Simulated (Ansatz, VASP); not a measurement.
**PbS: VASP beside Ansatz**

The input INCAR:

```
SYSTEM = PbS
PREC = Accurate
ENCUT = 520
EDIFF = 1E-7
ISMEAR = 0
SIGMA = 0.02
LREAL = .FALSE.
LASPH = .TRUE.
NELM = 60
ALGO = Normal
ISIF = 2
LWAVE = .FALSE.
LCHARG = .FALSE.
GGA = PE
IVDW = 12
NBANDS = 17
```

The input KPOINTS:

```
regular mesh
0
G
  10 10 10
  0 0 0
```

File POSCAR:

```
PbS
1.0
    0.0000000000      3.0261378045      3.0261378045
    3.0261378045      0.0000000000      3.0261378045
    3.0261378045      3.0261378045      0.0000000000
Pb S
1 1
Direct
    0.0000000000      0.0000000000      0.0000000000
    0.5000000000      0.5000000000      0.5000000000
```

Input for Ansatz:

```yaml
crystal:
  lattice:
    - [0.0, 3.0261378045, 3.0261378045]
    - [3.0261378045, 0.0, 3.0261378045]
    - [3.0261378045, 3.0261378045, 0.0]
  atoms:
    - { symbol: Pb, position: [0.0, 0.0, 0.0] }
    - { symbol: S, position: [0.5, 0.5, 0.5] }
basis:
  ecutwfc: 420
kpoints:
  mp_grid: { grid: [10, 10, 10] }
hamiltonian:
  xc: pbe
  dispersion: d3bj
scf:
  occupations: { method: gaussian, width: 0.02 }
output:
  forces: true
  stress: true
  eigenvalues: true
```

Alike in both runs: task single point; functional PBE; dispersion D3(BJ); k mesh 10 × 10 × 10; occupations gaussian, width 0.02 eV; no spin polarisation.

|  | VASP | Ansatz |
| --- | --- | --- |
| version | VASP 6.6.1 | Ansatz 0.2.0 |
| potentials or method | VASP PAW PBE potentials, release 64 (Pb_d, S), cutoff 520 eV | scalar-relativistic, plane waves, PAW |
| valence electrons in the cell | 20 | 20 |

```csv
,VASP,Ansatz,Ansatz less VASP
gap on the k mesh at the Fermi level (eV),0.57,0.56,-0.006
least direct gap on the mesh (eV),0.57,0.56,-0.006
pressure (GPa),-3.0,-2.9,+0.07
```

Spin-orbit coupling is off throughout.
